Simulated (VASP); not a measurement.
# Ge (P6_3/mmc) in VASP: a series of runs

Ge is run at these levels: LDA, PBEsol, r2SCAN; tasks: single point.

All numbers are computed with VASP 6.6.1; they aren't measurements. Logs are shortened: lines on timing, memory, paths and dates and some standing lists are left out, and cuts for length are marked.

## (1) The cell of the first run

The structure is hexagonal, space group P6_3/mmc (No. 194). The conventional cell has a = 3.968 Å, b = 3.968 Å, c = 6.506 Å, α = 90.00°, β = 90.00°, γ = 120.00°. Ge (site symmetry 3m) has 4 Ge at 2.43 to 2.44 Å within 3.2 Å.

This isn't the form of Ge at room conditions, which is diamond.

## (2) Single point, LDA

The input, INCAR:

```
SYSTEM = Ge
  PREC = Accurate
  ENCUT = 520
  EDIFF = 1E-7
  ISMEAR = -1
  SIGMA = 0.02
  LREAL = .FALSE.
  LASPH = .TRUE.
  NELM = 100
  ALGO = Normal
  ISIF = 2
  LWAVE = .FALSE.
  LCHARG = .FALSE.
  GGA = CA
  NBANDS = 36
```

The input, KPOINTS:

```
regular mesh
0
G
  6 6 4
  0 0 0
```

The input, POSCAR:

```
Ge
1.0
    3.9679342545      0.0000000000      0.0000000000
   -1.9839671272      3.4363318649      0.0000000000
    0.0000000000      0.0000000000      6.5058516605
Ge
4
Direct
    0.6666666667      0.3333333333      0.0624360048
    0.3333333333      0.6666666667      0.5624360048
    0.6666666667      0.3333333333      0.4375639952
    0.3333333333      0.6666666667      0.9375639952
```

Potentials or basis: VASP PAW LDA potentials, release 64 (Ge_d).

Started as:

```bash
$ cat potpaw_LDA.64/Ge_d/POTCAR > POTCAR
$ mpirun -np 1 vasp_std > vasp.out
```

OUTCAR:

```text
SYSTEM = Ge
   PREC = Accurate
   ENCUT = 520
   EDIFF = 1E-7
   ISMEAR = -1
   LREAL = .FALSE.
   LASPH = .TRUE.
   NELM = 100
   ISIF = 2
   GGA = CA

 ion  position               nearest neighbor table
   1  0.667  0.333  0.062-   4 2.43   4 2.43   4 2.43   3 2.44
   2  0.333  0.667  0.562-   3 2.43   3 2.43   3 2.43   4 2.44
   3  0.667  0.333  0.438-   2 2.43   2 2.43   2 2.43   1 2.44
   4  0.333  0.667  0.938-   1 2.43   1 2.43   1 2.43   2 2.44

  LATTYP: Found a hexagonal cell.
 ALAT       =     3.9679342545
 C/A-ratio  =     1.6396067181

  Lattice vectors:

 A1 = (   3.9679342545,   0.0000000000,   0.0000000000)
 A2 = (  -1.9839671272,   3.4363318649,   0.0000000000)
 A3 = (   0.0000000000,   0.0000000000,   6.5058516605)

Analysis of symmetry for initial positions (statically):
=====================================================================
 Subroutine PRICEL returns:
 Original cell was already a primitive cell.

 Routine SETGRP: Setting up the symmetry group for a
 hexagonal supercell.

 Subroutine GETGRP returns: Found 24 space group operations
 (whereof 12 operations were pure point group operations)
 out of a pool of 24 trial point group operations.

The static configuration has the point symmetry D_3d.
 The point group associated with its full space group is D_6h.

Analysis of symmetry for dynamics (positions and initial velocities):
=====================================================================
 Subroutine PRICEL returns:
 Original cell was already a primitive cell.

 Routine SETGRP: Setting up the symmetry group for a
 hexagonal supercell.

 Subroutine GETGRP returns: Found 24 space group operations
 (whereof 12 operations were pure point group operations)
 out of a pool of 24 trial point group operations.

The dynamic configuration has the point symmetry D_3d.
 The point group associated with its full space group is D_6h.

 Subroutine INISYM returns: Found 24 space group operations
 (whereof 12 operations are pure point group operations),
 and found     1 'primitive' translations

----------------------------------------------------------------------------------------

                                     Primitive cell

  volume of cell :      88.7082

  direct lattice vectors                    reciprocal lattice vectors
     3.967934254  0.000000000  0.000000000     0.252020305  0.145503991  0.000000000
    -1.983967127  3.436331865  0.000000000     0.000000000  0.291007982  0.000000000
     0.000000000  0.000000000  6.505851661     0.000000000  0.000000000  0.153707778

  length of vectors
     3.967934254  3.967934254  6.505851661     0.291007982  0.291007982  0.153707778

  position of ions in fractional coordinates (direct lattice)
     0.666666667  0.333333333  0.062436005
     0.333333333  0.666666667  0.562436005
     0.666666667  0.333333333  0.437563995
     0.333333333  0.666666667  0.937563995

  ion indices of the primitive-cell ions
   primitive index   ion index
                 1           1
                 2           2
                 3           3
                 4           4

----------------------------------------------------------------------------------------

 KPOINTS: regular mesh

Automatic generation of k-mesh.
 Grid dimensions read from file:
 generate k-points for:    6    6    4

 Generating k-lattice:

  Cartesian coordinates                     Fractional coordinates (reciprocal lattice)
     0.042003384  0.024250665  0.000000000     0.166666667  0.000000000  0.000000000
     0.000000000  0.048501330  0.000000000     0.000000000  0.166666667  0.000000000
     0.000000000  0.000000000  0.038426944     0.000000000  0.000000000  0.250000000

  Length of vectors
     0.048501330  0.048501330  0.038426944

  Shift w.r.t. Gamma in fractional coordinates (k-lattice)
     0.000000000  0.000000000  0.000000000

 Subroutine IBZKPT returns following result:
 ===========================================

 Found     21 irreducible k-points:

 Following reciprocal coordinates:
            Coordinates               Weight
  0.000000  0.000000  0.000000      1.000000
  0.166667  0.000000  0.000000      6.000000
  0.333333  0.000000  0.000000      6.000000
  0.500000  0.000000  0.000000      3.000000
  0.166667  0.166667  0.000000      6.000000
  0.333333  0.166667  0.000000     12.000000
[... 13 lines left out ...]
  0.333333  0.166667  0.500000     12.000000
  0.333333  0.333333  0.500000      2.000000
   k-points           NKPTS =     21   k-points in BZ     NKDIM =     21   number of bands    NBANDS=     36
   number of dos      NEDOS =    301   number of ions     NIONS =      4
   total plane-waves  NPLWV =  43200
   dimension x,y,z NGX =    30 NGY =   30 NGZ =   48
   dimension x,y,z NGXF=    60 NGYF=   60 NGZF=   96
   ions per type =               4
   NGX,Y,Z   is equivalent  to a cutoff of  12.57, 12.57, 12.27 a.u.
   NGXF,Y,Z  is equivalent  to a cutoff of  25.14, 25.14, 24.53 a.u.
 SYSTEM =  Ge
   PREC   = accura    normal or accurate (medium, high low for compatibility)
   ISTART =      0    job   : 0-new  1-cont  2-samecut
   ICHARG =      2    charge: 1-file 2-atom 10-const
   ISPIN  =      1    spin polarized calculation?
   LNONCOLLINEAR =      F non collinear calculations
   LSORBIT =      F    spin-orbit coupling
   LASPH  =      T    aspherical Exc in radial PAW
   ENCUT  =  520.0 eV  38.22 Ry    6.18 a.u.   7.38  7.38 12.10*2*pi/ulx,y,z
   NELM   =    100;   NELMIN=  2; NELMDL= -5     # of ELM steps
   EDIFF  = 0.1E-06   stopping-criterion for ELM
   LREAL  =      F    real-space projection
   EDIFFG = 0.1E-05   stopping-criterion for IOM
   NSW    =      0    number of steps for IOM
   IBRION =     -1    ionic relax: 0-MD 1-quasi-New 2-CG
   NFREE  =      0    steps in history (QN), initial steepest desc. (CG)
   ISIF   =      2    stress and relaxation
   ISYM   =      2    0-nonsym 1-usesym 2-fastsym
   POTIM  = 0.5000    time-step for ionic-motion
   TEBEG  =    0.0;   TEEND  =   0.0 temperature during run
   PSTRESS=    0.0 pullay stress
   NELECT =      56.0000    total number of electrons
   NUPDOWN=      -1.0000    fix difference up-down
   EMIN   =  10.00;   EMAX   =-10.00  energy-range for DOS
   EFERMI =   0.00;   METHOD = LEGACY
   ISMEAR =    -1;   SIGMA  =   0.02  broadening in eV -4-tet -1-fermi 0-gaus
   EFERMI_NEDOS =   21; number of points for ismear=-14 and -15
   IALGO  =     38    algorithm
   IMIX   =      4    mixing-type and parameters
     AMIX     =   0.40;   BMIX     =  1.00
     AMIX_MAG =   1.60;   BMIX_MAG =  1.00
  volume/ion in A,a.u.               =      22.18       149.66
  Fermi-wavevector in a.u.,A,eV,Ry     =   1.404374  2.653883 26.834331  1.972268
  Thomas-Fermi vector in A             =   2.526943
   LORBIT       =      0    0 simple, 1 ext, 2 COOP (PROOUT), +10 PAW based schemes
   GGA     = CA    functional components
   LHFCALC =     F    Hartree Fock is set to
   AEXX    =    0.0000 exact exchange contribution
   IVDW    =     0    specifies the selected vdW correction
   LEPSILON=     F    determine dielectric tensor
   LRPA    =     F    only Hartree local field effects (RPA)
 non-spin polarized calculation
  energy-cutoff  :      520.00
  volume of cell :       88.71
 maximum number of plane-waves:      2424
 NGX is ok and might be reduce to    30
   NGX = 15   NGY = 15   NGZ = 25

 number of electron      56.0000001 magnetization

 Free energy of the ion-electron system (eV)
  ---------------------------------------------------
  ext. energy  EPLUGINS =         0.00000000
  ---------------------------------------------------
  free energy    TOTEN  =       -20.67677073 eV

  energy without entropy =      -20.67634392  energy(sigma->0) =      -20.67655733

 E-fermi :   4.9963     XC(G=0): -10.3802

 val. band max:        4.8530275030   @ k =   0.0000   0.0000   0.0000
 cond. band min:       4.9972485510   @ k =   0.0000   0.0000   0.2500
 fundamental gap:      0.1442210480
 Fermi energy:         4.9962832724

 k-point     1 :       0.0000    0.0000    0.0000
  band No.  band energies     occupation
      1     -20.0803      2.00000
      2     -20.0803      2.00000
      3     -20.0448      2.00000
      4     -20.0388      2.00000
      5     -20.0388      2.00000
      6     -20.0271      2.00000
[... 28 lines left out ...]
     35       9.5636      0.00000
     36      10.9364      0.00000

 k-point     2 :       0.1667    0.0000    0.0000
  band No.  band energies     occupation
      1     -20.0950      2.00000
      2     -20.0856      2.00000
      3     -20.0583      2.00000
      4     -20.0480      2.00000
      5     -20.0384      2.00000
      6     -20.0115      2.00000
[... 28 lines left out ...]
     35      10.7059      0.00000
     36      10.7267      0.00000

 k-point     3 :       0.3333    0.0000    0.0000
  band No.  band energies     occupation
      1     -20.1032      2.00000
      2     -20.0905      2.00000
      3     -20.0771      2.00000
      4     -20.0592      2.00000
      5     -20.0281      2.00000
      6     -19.9990      2.00000
[... 28 lines left out ...]
     35      11.9698      0.00000
     36      12.0365      0.00000

 k-point     4 :       0.5000    0.0000    0.0000
  band No.  band energies     occupation
      1     -20.0978      2.00000
      2     -20.0912      2.00000
      3     -20.0904      2.00000
      4     -20.0629      2.00000
      5     -20.0150      2.00000
      6     -19.9956      2.00000
[... 28 lines left out ...]
     35      12.6066      0.00000
     36      13.0662      0.00000

 k-point     5 :       0.1667    0.1667    0.0000
  band No.  band energies     occupation
      1     -20.1010      2.00000
      2     -20.0963      2.00000
      3     -20.0701      2.00000
      4     -20.0637      2.00000
      5     -20.0241      2.00000
      6     -20.0008      2.00000
[... 538 lines left out ...]
 k-point    19 :       0.1667    0.1667    0.5000
  band No.  band energies     occupation
      1     -20.0812      2.00000
      2     -20.0812      2.00000
      3     -20.0745      2.00000
      4     -20.0745      2.00000
      5     -20.0223      2.00000
      6     -20.0223      2.00000
[... 28 lines left out ...]
     35      10.7611      0.00000
     36      10.7611      0.00000

 k-point    20 :       0.3333    0.1667    0.5000
  band No.  band energies     occupation
      1     -20.0900      2.00000
      2     -20.0900      2.00000
      3     -20.0750      2.00000
      4     -20.0750      2.00000
      5     -20.0103      2.00000
      6     -20.0103      2.00000
[... 28 lines left out ...]
     35      11.8398      0.00000
     36      11.8398      0.00000

 k-point    21 :       0.3333    0.3333    0.5000
  band No.  band energies     occupation
      1     -20.0987      2.00000
      2     -20.0987      2.00000
      3     -20.0754      2.00000
      4     -20.0754      2.00000
      5     -20.0037      2.00000
      6     -20.0037      2.00000
[... 28 lines left out ...]
     35      11.6450      0.00000
     36      11.6450      0.00000

------------------------ aborting loop because EDIFF is reached ----------------------------------------

  FORCE on cell =-STRESS in cart. coord.  units (eV):
  Direction    XX          YY          ZZ          XY          YZ          ZX
  --------------------------------------------------------------------------------------
  -------------------------------------------------------------------------------------
  Total        0.0703549      0.0703549      0.0725740      0.0000000      0.0000000     -0.0000000
  in kB        1.2706951      1.2706951      1.3107742      0.0000000      0.0000000     -0.0000000
  external PRESSURE =       1.2840548 kB  Pullay stress =       0.0000000 kB

 VOLUME and BASIS-vectors are now :
 -----------------------------------------------------------------------------
  energy-cutoff  :      520.00
  volume of cell :       88.71
      direct lattice vectors                 reciprocal lattice vectors
     3.967934254  0.000000000  0.000000000     0.252020305  0.145503991  0.000000000
    -1.983967127  3.436331865  0.000000000     0.000000000  0.291007982  0.000000000
     0.000000000  0.000000000  6.505851661     0.000000000  0.000000000  0.153707778

 POSITION                                       TOTAL-FORCE (eV/Angst)
 -----------------------------------------------------------------------------------
      1.98397      1.14544      0.40620         0.000000     -0.000000      0.000617
     -0.00000      2.29089      3.65913         0.000000      0.000000      0.000617
      1.98397      1.14544      2.84673         0.000000     -0.000000     -0.000617
     -0.00000      2.29089      6.09965        -0.000000      0.000000     -0.000617
 -----------------------------------------------------------------------------------
    total drift:                                0.000000     -0.000000      0.000000

  FREE ENERGIE OF THE ION-ELECTRON SYSTEM (eV)
  ---------------------------------------------------
  free  energy   TOTEN  =       -20.6767707349 eV

  energy  without entropy=      -20.6763439213  energy(sigma->0) =      -20.67655733
```

It took 24 s on 1 thread of Intel Xeon 6975P-C (Granite Rapids), shared host; peak memory 0.18 GiB.

What came out:

* Free energy: -20.6768 eV
* Pressure: 0.1 GPa
* Band gap on the k mesh: zero (bands 28 and 29 overlap by 0.09 eV)

Caveat: semilocal functionals underestimate gaps, and a narrow one can read as zero.

## (3) Single point, PBEsol

This run uses another cell than the first one, of 22.85 Å³/atom.

The input, INCAR:

```
ALGO     = Normal         # electronic algorithm
EDIFF    = 1E-7           # SCF threshold, eV
ENCUT    = 520            # plane-wave cutoff, eV
GGA      = PS             # functional
ISIF     = 2              # what is computed and relaxed
ISMEAR   = -1             # smearing method
LASPH    = True           # aspherical terms in the spheres
LCHARG   = True           # write CHGCAR
LELF     = True           # ELF
LREAL    = False          # projectors in reciprocal space
LVHAR    = True         
LWAVE    = False          # write WAVECAR
NBANDS   = 36             # bands
NELM     = 100            # most SCF steps
PREC     = Accurate       # precision mode
SIGMA    = 0.02           # smearing width, eV
```

The input, KPOINTS:

```
k-points
0
Gamma
  6 6 4
```

The input, POSCAR:

```
Ge
1.0
    4.0055669273      0.0000000000      0.0000000000
   -2.0027834637      3.4689227156      0.0000000000
    0.0000000000      0.0000000000      6.5779961843
Ge
4
Direct
    0.6666666667      0.3333333333      0.0625903786
    0.3333333333      0.6666666667      0.5625903786
    0.6666666667      0.3333333333      0.4374096214
    0.3333333333      0.6666666667      0.9374096214
```

Potentials or basis: VASP PAW PBE potentials, release 64 (Ge_d).

Started as:

```bash
$ cat potpaw_PBE.64/Ge_d/POTCAR > POTCAR
$ mpirun -np 1 vasp_std > vasp.out
```

It took 32 s on 1 thread of Intel Xeon 6975P-C (Granite Rapids), shared host; peak memory 0.21 GiB.

Results (log left out):

```yaml
Free_energy: -19.6440 eV
Pressure: -0.1 GPa
Band_gap_on_the_k_mesh: 0.04 eV (least direct gap 0.14 eV)
```

Levels at points of the mesh, in eV from the valence-band top:
```
           k point  band 24  band 25  band 26  band 27  band 28  band 29  band 30  band 31  band 32  band 33
(0.00, 0.00, 0.00)    -1.48    -1.48    -0.17    -0.10     0.00     0.14     0.14     2.25     2.25     2.79
(0.50, 0.00, 0.00)    -6.71    -4.57    -3.06    -2.80    -1.41     0.46     1.65     3.55     3.71     4.38
(0.00, 0.00, 0.50)    -4.77    -0.85    -0.85    -0.85    -0.85     0.62     0.62     3.36     3.36     3.36
(0.50, 0.00, 0.50)    -7.85    -2.50    -2.50    -2.40    -2.40     0.51     0.51     2.09     2.09     6.13
```

Caveat: the PAW data sets were made with another functional, which shifts forces and pressure a little.

## (4) Single point, r2SCAN

This run uses another cell than the first one, of 22.81 Å³/atom.

The input, POSCAR:

```
Ge
1.0
    3.9979989549      0.0000000000      0.0000000000
   -1.9989994775      3.4623686593      0.0000000000
    0.0000000000      0.0000000000      6.5918586636
Ge
4
Direct
    0.6666666667      0.3333333333      0.0628320471
    0.3333333333      0.6666666667      0.5628320471
    0.6666666667      0.3333333333      0.4371679529
    0.3333333333      0.6666666667      0.9371679529
```

The input, INCAR.step1:

```
ALGO = Normal
EDIFF = 1E-4
ENCUT = 520
GGA = PE
ISMEAR = -1
LASPH = True
LCHARG = False
LREAL = False
LWAVE = True
NBANDS = 36
NELM = 80
PREC = Accurate
SIGMA = 0.02
```

The input, INCAR.step2:

```
ALGO = Normal
EDIFF = 1E-6
ENCUT = 520
ISIF = 2
ISMEAR = -1
ISTART = 1
LASPH = True
LCHARG = False
LMIXTAU = True
LREAL = False
LWAVE = False
METAGGA = R2SCAN
NBANDS = 36
NELM = 80
PREC = Accurate
SIGMA = 0.02
```

KPOINTS is that of step 3.

Started as:

```bash
$ cat potpaw_PBE.64/Ge_d/POTCAR > POTCAR
$ cp INCAR.step1 INCAR
$ mpirun -np 1 vasp_std > vasp.out
$ cp INCAR.step2 INCAR
$ mpirun -np 1 vasp_std > vasp.out
```

It took 1.9 min on 1 thread of Intel Xeon 6975P-C (Granite Rapids), shared host; peak memory 0.22 GiB.

Results (log left out):

```yaml
Free_energy: -55.3808 eV
Pressure: 0.1 GPa
Largest_force: 0.007 eV/Å
Band_gap_on_the_k_mesh: 0.05 eV
```

Forces in eV/Å, atoms in the order of the input:
```
Ge   0.000  0.000  0.007
Ge   0.000  0.000  0.007
Ge   0.000  0.000 -0.007
Ge   0.000  0.000 -0.007
```

Levels at points of the mesh, in eV from the valence-band top:
```tsv
k point	band 25	band 26	band 27	band 28	band 29	band 30	band 31	band 32
(0.00, 0.00, 0.00)	-1.69	-0.28	0.00	0.00	0.05	0.26	2.29	2.29
(0.50, 0.00, 0.00)	-4.87	-3.34	-3.02	-1.65	0.62	1.83	3.73	3.84
(0.00, 0.00, 0.50)	-1.03	-1.03	-1.03	-1.03	0.84	0.84	3.46	3.46
(0.50, 0.00, 0.50)	-2.77	-2.77	-2.66	-2.66	0.63	0.63	2.27	2.27
```

Caveat: the PAW data sets were made with another functional, which shifts forces and pressure a little. A k mesh can miss the band edges.

## (5) The runs side by side

```tsv
level	potentials or basis	cell	gap on the mesh (eV)	pressure (GPa)
LDA	VASP PAW LDA potentials, release 64 (Ge_d)	a = 3.968, b = 3.968, c = 6.506 Å, angles 90.0, 90.0, 120.0°, 4 atoms, atomic positions A	none	0.1
PBEsol	VASP PAW PBE potentials, release 64 (Ge_d)	a = 4.006, b = 4.006, c = 6.578 Å, angles 90.0, 90.0, 120.0°, 4 atoms, atomic positions B	0.04	-0.1
r2SCAN	VASP PAW PBE potentials, release 64 (Ge_d)	a = 3.998, b = 3.998, c = 6.592 Å, angles 90.0, 90.0, 120.0°, 4 atoms, atomic positions C	0.05	0.1
```

Alike in all rows: task single point; no spin polarisation; k mesh 6 × 6 × 4; cutoff (eV) 520; smearing fermi-dirac 0.02 eV.

Caveats: the PAW data sets were made with another functional, which shifts forces and pressure a little (at least some runs); semilocal functionals underestimate gaps, and a narrow one can read as zero (at least some runs).

Absolute energies hang on the potentials; compare differences alone.

The gap in the log of VASP goes by the Fermi energy; the results here count the filled bands.